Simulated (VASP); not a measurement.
Write the native input for VASP 6.6.1 that does the following.

```yaml
Task: single point
Functional: PBE
Dispersion: D3(BJ)
Potentials_or_basis: VASP PAW PBE potentials, release 64 (Cu, F, H)
Cutoff: 520 eV
k_mesh: 4 × 4 × 1
Occupations: fermi-dirac, width 0.15 eV
Spin: no spin polarisation
Dipole_correction: no
Further_INCAR_settings: ALGO = Normal; EDIFF = 1e-07; NBANDS = 83
```

The structure of Cu12HF lies in POSCAR:

```
Cu12HF
1.0
    5.1053110000      0.0000000000      0.0000000000
    2.5526550000      4.4213290000      0.0000000000
    0.0000000000      0.0000000000     17.1684690000
Cu F H
12 1 1
Direct
    0.1666667508      0.1666666290      0.0582463119
    0.6666666529      0.1666666290      0.0582463119
    0.1666665963      0.6666667421      0.0582463119
    0.6666666943      0.6666667421      0.0582463119
   -0.1665790685      0.3324111370      0.1770577213
    0.3323723656      0.3321998883      0.1773496519
   -0.1668888605      0.8315085803      0.1773071320
    0.3331749565      0.8325281833      0.1771630307
   -0.0008831442     -0.0024877135      0.2955228565
    0.4999310434     -0.0019926135      0.2965583594
   -0.0005869380      0.4978720199      0.2969709180
    0.4991355577      0.4978595802      0.2954794047
    0.9439896229      0.3573531850      0.4594618192
    0.8160970098      0.3249197244      0.4259446198
```

One way to write it, as run:

INCAR

```
ALGO = Normal ; EDIFF = 1E-7
ENCUT = 520 ; GGA = PE
ISIF = 2 ; ISMEAR = -1
IVDW = 12 ; LASPH = T
LCHARG = F ; LREAL = F
LWAVE = F ; NBANDS = 83
NELM = 60 ; PREC = Accurate
SIGMA = 0.15
```

KPOINTS

```
k-points
0
Gamma
  4 4 1
```

Potentials or basis: VASP PAW PBE potentials, release 64 (Cu, F, H).

The run is started by

```bash
$ cat potpaw_PBE.64/Cu/POTCAR potpaw_PBE.64/F/POTCAR potpaw_PBE.64/H/POTCAR > POTCAR
$ mpirun -np 1 vasp_std > vasp.out
```

It gave:

| Quantity | Value |
| --- | --- |
| Largest force | 0.283 eV/Å |
| Band gap on the k mesh | zero (bands 70 and 71 overlap by 0.06 eV) |
| Dispersion energy per atom | -0.342 eV |

It took 17 min on 1 thread of Intel(R) Xeon(R) Platinum 8259CL CPU @ 2.50GHz (Skylake/Cascade Lake), on a shared host, peak memory 0.63 GiB.
